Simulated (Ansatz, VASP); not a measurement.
CsPbBr3 in VASP and in Ansatz

```xyz
5
Lattice="5.9981 0.0000 0.0000 0.0000 5.9981 0.0000 0.0000 0.0000 5.9981" Properties=species:S:1:pos:R:3 pbc="T T T"
Cs    0.0000    0.0000    0.0000
Pb    2.9991    2.9991    2.9991
Br    0.0000    2.9991    2.9991
Br    2.9991    0.0000    2.9991
Br    2.9991    2.9991    0.0000
```

Alike in both runs: functional PBE; k mesh 6 × 6 × 6; occupations gaussian, width 0.02 eV; no spin polarisation.

Ansatz relaxed the structure, and its values are those at the end. VASP's run is a single point on that final structure, the one shown.

```csv
,VASP,Ansatz
version,VASP 6.6.1,Ansatz 0.2.0
potentials or method,"VASP PAW PBE potentials, release 64 (Cs_sv, Pb_d, Br), cutoff 520 eV","scalar-relativistic, plane waves, PAW"
valence electrons in the cell,44,44
```

Ansatz gave:

```
gap on the k mesh at the Fermi level (eV) : 1.77
least direct gap on the mesh (eV)         : 1.77
pressure (GPa)                            : 0.0
```

Task: What did VASP give for the same quantities?

Result: gap on the k mesh at the Fermi level (eV): 1.78; least direct gap on the mesh (eV): 1.78; pressure (GPa): 0.0.

Neither program's run includes spin-orbit coupling.
